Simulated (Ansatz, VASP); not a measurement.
Mg: VASP beside Ansatz

File INCAR:

```
PREC = Accurate ; ENCUT = 520
EDIFF = 1E-7 ; ISMEAR = -1
SIGMA = 0.05 ; LREAL = F
LASPH = T ; NELM = 100
ALGO = Normal ; ISIF = 2
LWAVE = F ; LCHARG = T
GGA = PS ; LELF = T
LVHAR = T ; NBANDS = 7
```

KPOINTS

```
Automatic mesh
0
Gamma
  15 15 15
```

The input POSCAR:

```
Mg
1.0
   -1.8048671150      1.8048671150      1.6509340451
    1.8048671150     -1.8048671150      1.6509340451
    1.8048671150      1.8048671150     -1.6509340451
Mg
1
Direct
    0.0000000000      0.0000000000      0.0000000000
```

Input for Ansatz:

```yaml
crystal:
  lattice:
    - [-1.804867115, 1.804867115, 1.6509340451]
    - [1.804867115, -1.804867115, 1.6509340451]
    - [1.804867115, 1.804867115, -1.6509340451]
  atoms:
    - { symbol: Mg, position: [0.0, 0.0, 0.0] }
kpoints:
  mp_grid: { grid: [15, 15, 15] }
scf:
  occupations: { method: fermi_dirac, width: 0.05 }
hamiltonian:
  xc: pbesol
  pseudopotentials: { kind: all_electron, lapw: { basis_error: 0.001 } }
output:
  forces: true
  stress: true
  eigenvalues: true
```

Change from the starting cell: volume scaled by 0.95.

Alike in both runs: task single point; functional PBEsol; k mesh 15 × 15 × 15; occupations fermi-dirac, width 0.05 eV; no spin polarisation.

|  | VASP | Ansatz |
| --- | --- | --- |
| version | VASP 6.6.1 | Ansatz 0.2.0 |
| potentials or method | VASP PAW PBE potentials, release 64 (Mg), cutoff 520 eV | all-electron LAPW, scalar-relativistic |

Ansatz gave:

```
pressure (GPa)                                                : 1.9
traceless stress, the component that is largest in VASP (GPa) : 0.39
```

Question: Which values does VASP return?

Answer: Pressure (GPa): 1.8; traceless stress, the component that is largest in VASP (GPa): 0.40.

VASP's potentials were made for PBE, not for PBEsol. Ansatz ran all-electron here, and VASP with PAW potentials.
